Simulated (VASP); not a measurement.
Here is a VASP 6.6.1 calculation.

Contents of INCAR:

```
SYSTEM = Be
  PREC = Accurate
  ENCUT = 520
  EDIFF = 1E-6
  ISMEAR = -1
  SIGMA = 0.1
  LREAL = .FALSE.
  LASPH = .TRUE.
  NELM = 150
  ALGO = Normal
  ISIF = 2
  LWAVE = .FALSE.
  LCHARG = .TRUE.
  LNONCOLLINEAR = .TRUE.
  MAGMOM = 0 0 0
  LORBIT = 11
  LSORBIT = .TRUE.
  GGA_COMPAT = .FALSE.
  LORBMOM = .TRUE.
  LVHAR = .TRUE.
  NBANDS = 13
```

Contents of KPOINTS:

```
Automatic mesh
0
G
  18 18 18
  0 0 0
```

Contents of POSCAR:

```
Be
1.0
   -1.2312230755      1.2312230755      1.2312230755
    1.2312230755     -1.2312230755      1.2312230755
    1.2312230755      1.2312230755     -1.2312230755
Be
1
Direct
    0.0000000000      0.0000000000      0.0000000000
```

Potentials or basis: VASP PAW LDA potentials, release 64 (Be).

Launch:

```bash
$ cat potpaw_LDA.64/Be/POTCAR > POTCAR
$ mpirun -np 1 vasp_ncl > vasp.out
```

Question: What does it give for the net moment?

Answer: 0.00 μB per cell.

Question: Predict the pressure.

Answer: 0.3 GPa.

Moments on the atoms (μB; x, y, z):
```
Be  0.00 0.00 0.00
```
